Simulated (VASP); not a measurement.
Input of a VASP 6.6.1 run:

The input POSCAR:

```
Ir
1.0
    0.0000000000      1.9222427977      1.9222427977
    1.9222427977      0.0000000000      1.9222427977
    1.9222427977      1.9222427977      0.0000000000
Ir
1
Direct
    0.0000000000      0.0000000000      0.0000000000
```

Contents of INCAR.step1:

```
SYSTEM = Ir
PREC = Accurate ; ENCUT = 550
ISMEAR = 0 ; SIGMA = 0.1
LREAL = .False. ; LASPH = .True.
NELM = 120 ; NBANDS = 14
GGA = PE ; ALGO = Normal
EDIFF = 1E-5 ; LWAVE = .True.
LCHARG = .False. ; GGA_COMPAT = .False.
```

Contents of INCAR.step2:

```
SYSTEM = Ir
PREC = Accurate ; ENCUT = 550
EDIFF = 1E-6 ; ISMEAR = 0
SIGMA = 0.1 ; LREAL = .False.
LASPH = .True. ; NELM = 120
ALGO = Normal ; ISIF = 2
LWAVE = .False. ; LCHARG = .False.
METAGGA = R2SCAN ; LMIXTAU = .True.
NBANDS = 14 ; ISTART = 1
GGA_COMPAT = .False.
```

The input KPOINTS:

```
regular mesh
0
Gamma
  10 10 10
  0 0 0
```

Potentials or basis: VASP PAW PBE potentials, release 64 (Ir_sv_GW).

The run is started by

```console
$ cat potpaw_PBE.64/Ir_sv_GW/POTCAR > POTCAR
$ cp INCAR.step1 INCAR
$ mpirun -np 1 vasp_std > vasp.out
$ cp INCAR.step2 INCAR
$ mpirun -np 1 vasp_std > vasp.out
```

Question: Estimate the pressure.

Answer: -2.2 GPa.

Caveat: the PAW data sets were made with another functional, which shifts forces and pressure a little.
